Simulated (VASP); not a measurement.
# In (C2/m) in VASP: a series of runs, part 2 of 2

VASP 6.6.1.

### Step 3. Single point, PBE

INCAR reads:

```
SYSTEM = In
PREC = Accurate ; ENCUT = 520
EDIFF = 1E-6 ; ISMEAR = 0
SIGMA = 0.01 ; LREAL = .False.
LASPH = .True. ; NELM = 80
ALGO = Normal ; ISIF = 2
LWAVE = .False. ; LCHARG = .False.
GGA = PE ; NBANDS = 12
```

KPOINTS reads:

```
Automatic mesh
0
Gamma
  11 11 14
  0 0 0
```

POSCAR reads:

```
In
1.0
   -1.6482197047      1.6973406184      2.5249789927
    1.6973406184     -1.6482197047      2.5249789927
    1.6043570008      1.6043570008     -2.4927016059
In
1
Direct
    0.0000000000      0.0000000000      0.0000000000
```

Potentials or basis: VASP PAW PBE potentials, release 64 (In_d).

The run is started by

```sh
$ cat potpaw_PBE.64/In_d/POTCAR > POTCAR
$ mpirun -np 1 vasp_std > vasp.out
```

It took 50 s on 1 thread of Intel Xeon 6975P-C (Granite Rapids), shared host; peak memory 0.27 GiB.

Results (log left out):

```yaml
Free_energy: -2.5594 eV
Pressure: -0.1 GPa
Band_gap_on_the_k_mesh: zero (an odd number of electrons rules out a gap without spin polarisation)
```

Stress tensor (GPa, compression positive):
```
 0.10 -0.16 -0.30
-0.16  0.10 -0.30
-0.30 -0.30 -0.35
```

Levels at points of the mesh, in eV from the Fermi level:
```tsv
k point	band 2	band 3	band 4	band 5	band 6	band 7	band 8	band 9	band 10	band 11
(0.00, 0.00, 0.00)	-14.57	-14.54	-14.49	-14.39	-9.21	9.80	10.05	10.52	11.57	13.26
(0.00, 0.00, 0.50)	-14.70	-14.33	-14.29	-14.23	-1.65	-1.52	3.25	3.64	6.54	6.99
```

Caveat: spin-orbit coupling is left out, which moves the levels of the heavy elements.

### Step 4. Single point, PBE

INCAR reads:

```
SYSTEM = In
ALGO = Normal ; EDIFF = 1E-7
ENCUT = 520 ; GGA = PE
ISIF = 2 ; ISMEAR = 0
LASPH = .True. ; LCHARG = .True.
LELF = .True. ; LREAL = .False.
LVHAR = .True. ; LWAVE = .False.
NBANDS = 12 ; NELM = 80
PREC = Accurate ; SIGMA = 0.03
```

KPOINTS reads:

```
k-points
0
Gamma
  11 11 14
  0 0 0
```

POSCAR is that of step 3.

The run is started by

```sh
$ cat potpaw_PBE.64/In_d/POTCAR > POTCAR
$ mpirun -np 1 vasp_std > vasp.out
```

It took 58 s on 1 thread of Intel Xeon 6975P-C (Granite Rapids), shared host; peak memory 0.27 GiB.

The run converged. Its results:

```yaml
Free_energy: -2.5595 eV
Pressure: 0.0 GPa
Band_gap_on_the_k_mesh: zero (an odd number of electrons rules out a gap without spin polarisation)
```

Stress tensor (GPa, compression positive):
```
 0.10 -0.16 -0.28
-0.16  0.10 -0.28
-0.28 -0.28 -0.35
```

Levels at points of the mesh, in eV from the Fermi level:
```csv
k point,band 3,band 4,band 5,band 6,band 7,band 8,band 9,band 10
"(0.00, 0.00, 0.00)",-14.54,-14.49,-14.39,-9.21,9.80,10.05,10.52,11.57
"(0.00, 0.00, 0.50)",-14.33,-14.29,-14.23,-1.65,-1.52,3.25,3.64,6.54
```

Caveat: spin-orbit coupling is left out, which moves the levels of the heavy elements.

### Step 5. Single point, PBE

INCAR reads:

```
  PREC = Accurate
  ENCUT = 520
  EDIFF = 1E-6
  ISMEAR = 0
  SIGMA = 0.1
  LREAL = F
  LASPH = T
  NELM = 100
  ALGO = Normal
  ISIF = 2
  LWAVE = F
  LCHARG = T
  GGA = PE
  LELF = T
  LVHAR = T
  NBANDS = 12
```

KPOINTS reads:

```
Automatic mesh
0
Gamma
  11 11 14
```

POSCAR is that of step 4.

Potentials or basis: VASP PAW PBE potentials, release 64 (In_d).

The run is started by

```sh
$ cat potpaw_PBE.64/In_d/POTCAR > POTCAR
$ mpirun -np 1 vasp_std > vasp.out
```

OUTCAR:

```text
PREC = Accurate
   ENCUT = 520
   EDIFF = 1E-6
   ISMEAR = 0
   LREAL = F
   LASPH = T
   NELM = 100
   ISIF = 2
   GGA = PE

 ion  position               nearest neighbor table
   1  0.000  0.000  0.000-

  Warning from LATTYP: Got some problem with cell dimensions!
  Tried to take original basis but could not verify dimensions!
  LATTYP: Found a base centered monoclinic cell.
 ALAT       =     4.6077265532
 B/A-ratio  =     1.0268267285
 C/A-ratio  =     0.7315277982
 COS(beta)  =    -0.6627023839

[... 535 lines left out ...]
      3      -7.5362      2.00000
      4      -7.5122      2.00000
      5      -7.4450      2.00000
      6      -1.2841      2.00000
      7      13.6900      0.00000
      8      14.4596      0.00000
      9      14.5793      0.00000
     10      16.2978      0.00000
     11      17.9151      0.00000
     12      22.8517      0.00000

 [... further k-points ...]
[... 5 lines left out ...]
  --------------------------------------------------------------------------------------
  -------------------------------------------------------------------------------------
  Total        0.0115237      0.0115237     -0.0398943     -0.0213156     -0.0443579     -0.0443579
  in kB        0.6710122      0.6710122     -2.3230000     -1.2411861     -2.5829107     -2.5829134
  external PRESSURE =      -0.3269919 kB  Pullay stress =       0.0000000 kB

 VOLUME and BASIS-vectors are now :
 -----------------------------------------------------------------------------
  energy-cutoff  :      520.00
  volume of cell :       27.52
      direct lattice vectors                 reciprocal lattice vectors
    -1.648219705  1.697340618  2.524978993     0.002091654  0.300995246  0.195073325
     1.697340618 -1.648219705  2.524978993     0.300995246  0.002091654  0.195073325
     1.604357001  1.604357001 -2.492701606     0.307011499  0.307011499 -0.005972598

 POSITION                                       TOTAL-FORCE (eV/Angst)
 -----------------------------------------------------------------------------------
      0.00000      0.00000      0.00000        -0.000000      0.000000      0.000000
 -----------------------------------------------------------------------------------
    total drift:                               -0.000000     -0.000000     -0.000000

  FREE ENERGIE OF THE ION-ELECTRON SYSTEM (eV)
  ---------------------------------------------------
  free  energy   TOTEN  =        -2.5604661564 eV

  energy  without entropy=       -2.5582241746  energy(sigma->0) =       -2.55934517
```

stdout:

```text
POSCAR found type information on POSCAR In
 POSCAR found :  1 types and       1 ions
 scaLAPACK will be used
 LDA part: xc-table for (Slater+PW92), standard interpolation
 POSCAR, INCAR and KPOINTS ok, starting setup
 FFT: planning ... GRIDC
 FFT: planning ... GRID_SOFT
 FFT: planning ... GRID
 WAVECAR not read
 entering main loop
```

Run time: 54 s. Hardware: 1 thread of Intel Xeon 6975P-C (Granite Rapids), shared host; peak memory 0.27 GiB.

Results:

| Item | Value |
| --- | --- |
| Free energy | -2.5605 eV |
| Pressure | 0.0 GPa |
| Band gap on the k mesh | zero (an odd number of electrons rules out a gap without spin polarisation) |

Levels at points of the mesh, in eV from the Fermi level:
```
           k point  band 2  band 3  band 4  band 5  band 6  band 7  band 8  band 9  band 10  band 11
(0.00, 0.00, 0.00)  -14.58  -14.54  -14.49  -14.40   -9.21    9.79   10.05   10.51    11.56    13.26
(0.00, 0.00, 0.50)  -14.70  -14.33  -14.29  -14.23   -1.65   -1.53    3.24    3.64     6.54     6.99
```

Caveat: spin-orbit coupling is left out, which moves the levels of the heavy elements.

### Step 6. Single point, PBE

INCAR reads:

```
SYSTEM = In
PREC = Accurate
ENCUT = 520
EDIFF = 1E-6
ISMEAR = 0
SIGMA = 0.2
LREAL = .False.
LASPH = .True.
NELM = 100
ALGO = Normal
ISIF = 2
LWAVE = .False.
LCHARG = .False.
GGA = PE
NBANDS = 12
```

KPOINTS reads:

```
Automatic mesh
0
Gamma
  11 11 14
  0 0 0
```

POSCAR is that of step 5.

Potentials or basis: VASP PAW PBE potentials, release 64 (In_d).

The run is started by

```sh
$ cat potpaw_PBE.64/In_d/POTCAR > POTCAR
$ mpirun -np 1 vasp_std > vasp.out
```

It took 52 s on 1 thread of Intel Xeon 6975P-C (Granite Rapids), shared host; peak memory 0.27 GiB.

The run converged. Its results:

| Item | Value |
| --- | --- |
| Free energy | -2.5640 eV |
| Pressure | 0.0 GPa |
| Band gap on the k mesh | zero (an odd number of electrons rules out a gap without spin polarisation) |

Stress tensor (GPa, compression positive):
```
 0.07 -0.10 -0.24
-0.10  0.07 -0.24
-0.24 -0.24 -0.20
```

Levels at points of the mesh, in eV from the Fermi level:
| k point | band 2 | band 3 | band 4 | band 5 | band 6 | band 7 | band 8 | band 9 | band 10 | band 11 |
| --- | --- | --- | --- | --- | --- | --- | --- | --- | --- | --- |
| (0.00, 0.00, 0.00) | -14.57 | -14.54 | -14.49 | -14.39 | -9.20 | 9.80 | 10.05 | 10.52 | 11.57 | 13.26 |
| (0.00, 0.00, 0.50) | -14.70 | -14.33 | -14.29 | -14.23 | -1.65 | -1.52 | 3.25 | 3.64 | 6.54 | 6.99 |

Caveat: spin-orbit coupling is left out, which moves the levels of the heavy elements.

### Step 7. Summary

| smearing | gap on the mesh (eV) | pressure (GPa) |
| --- | --- | --- |
| fermi-dirac 1 eV | none | 3.3 |
| gaussian 0.01 eV | none | -0.1 |
| gaussian 0.03 eV | none | 0.0 |
| gaussian 0.1 eV | none | 0.0 |
| gaussian 0.2 eV | none | 0.0 |

Alike in all rows: task single point; level PBE; potentials or basis VASP PAW PBE potentials, release 64 (In_d); no spin polarisation; cell as given; k mesh 11 × 11 × 14; cutoff (eV) 520.

Caveats: spin-orbit coupling is left out, which moves the levels of the heavy elements; the cell stands under pressure (at least some runs); so wide a smearing shifts energies and pressures (at least some runs).

Absolute energies hang on the potentials; compare differences alone.
